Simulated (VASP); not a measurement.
## HfC: single point with PBE

Crystal: HfC.

```
CELL_PARAMETERS angstrom
-1.39667 2.49718 1.84734
1.39667 -2.49718 1.84734
1.39667 2.49718 -1.84734
ATOMIC_POSITIONS crystal
Hf 0.98471 0.98471 0.00000
C 0.67945 0.17945 0.50000
```

```json
{
 "Program": "VASP 6.6.1",
 "Task": "single point",
 "Functional": "PBE",
 "Potentials or basis": "VASP PAW PBE potentials, release 64 (Hf_pv, C)",
 "Cutoff": "520 eV",
 "k mesh": "12 × 12 × 12",
 "Occupations": "gaussian, width 0.024 eV",
 "Spin": "no spin polarisation",
 "Dipole correction": "no",
 "Further INCAR settings": "ALGO = Normal; EDIFF = 1e-07; NBANDS = 14"
}
```

| Property | Result |
| --- | --- |
| Pressure | 68.0 GPa |
| Largest force | 11.756 eV/Å |
| Band gap on the k mesh | 0.36 eV (least direct gap 0.86 eV) |

Forces in eV/Å, atoms in the order of the input:
```
Hf    0.000   0.000  11.756
C     0.000   0.000 -11.756
```

Stress tensor (GPa, compression positive):
```
169.40   0.00   0.00
  0.00 -23.90   0.00
  0.00   0.00  58.55
```

Levels at points of the mesh, in eV from the valence-band top:
```csv
k point,band 3,band 4,band 5,band 6,band 7,band 8,band 9,band 10,band 11,band 12
"(0.00, 0.00, 0.00)",-29.31,-11.88,-4.26,-3.20,-1.34,1.95,3.85,5.04,6.31,7.28
"(0.50, 0.00, 0.00)",-29.35,-9.62,-5.81,-3.99,-1.93,3.04,4.47,5.56,6.76,9.86
"(0.00, 0.50, 0.00)",-29.68,-9.65,-4.09,-1.65,-0.09,2.05,4.11,5.25,5.73,6.20
"(0.50, 0.50, 0.00)",-29.67,-8.35,-5.71,-2.58,-2.43,3.27,4.75,5.02,6.50,7.65
"(0.50, 0.50, 0.50)",-29.40,-10.08,-5.19,-3.34,-0.86,3.15,5.66,6.75,6.90,7.74
```

It took 3.3 min on 1 thread of Intel Xeon 8259CL, with other jobs on the host, peak memory 0.25 GiB.

Caveat: the cell stands under pressure; spin-orbit coupling is left out, which moves the levels of the heavy elements; forces of over 1 eV/Å act on the atoms, so gaps and moduli don't describe the material at rest. A k mesh can miss the band edges.
